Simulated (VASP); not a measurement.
**GaN: single point with r2SCAN**

Crystal: GaN.

```
CELL_PARAMETERS angstrom
2.86538 0.00000 0.00000
-1.43269 2.48150 0.00000
0.00000 0.00000 7.87604
ATOMIC_POSITIONS crystal
Ga 0.33333 0.66667 0.25000
Ga 0.66667 0.33333 0.75000
N 0.33333 0.66667 0.75000
N 0.66667 0.33333 0.25000
```

```
Program             : VASP 6.6.1
Task                : single point
Functional          : r2SCAN
Potentials or basis : VASP PAW PBE potentials, release 64 (Ga_d, N)
Cutoff              : 520 eV
k mesh              : 6 × 6 × 2
Occupations         : gaussian, width 0.1 eV
Spin                : no spin polarisation
```

The pressure is 66.9 GPa and the band gap on the k mesh is 2.11 eV.

Stress tensor (GPa, compression positive):
```
101.19   0.00   0.00
  0.00 101.19   0.00
  0.00   0.00  -1.70
```

Levels at points of the mesh, in eV from the valence-band top:
```csv
k point,band 16,band 17,band 18,band 19,band 20,band 21
"(0.00, 0.00, 0.00)",-0.02,0.00,0.00,2.11,6.04,6.10
"(0.50, 0.00, 0.00)",-3.05,-1.79,-1.26,4.49,5.58,6.73
"(0.00, 0.00, 0.50)",-0.01,-0.01,-0.01,3.58,3.58,8.18
"(0.50, 0.00, 0.50)",-3.07,-1.51,-1.51,4.70,4.70,7.77
```

Wall time 61 s on 1 thread of Intel(R) Xeon(R) Platinum 8488C (Sapphire Rapids) (shared host), peak memory 0.19 GiB.

Caveat: the k points lie up to 0.42 Å⁻¹ apart; the PAW data sets were made with another functional, which shifts forces and pressure a little.
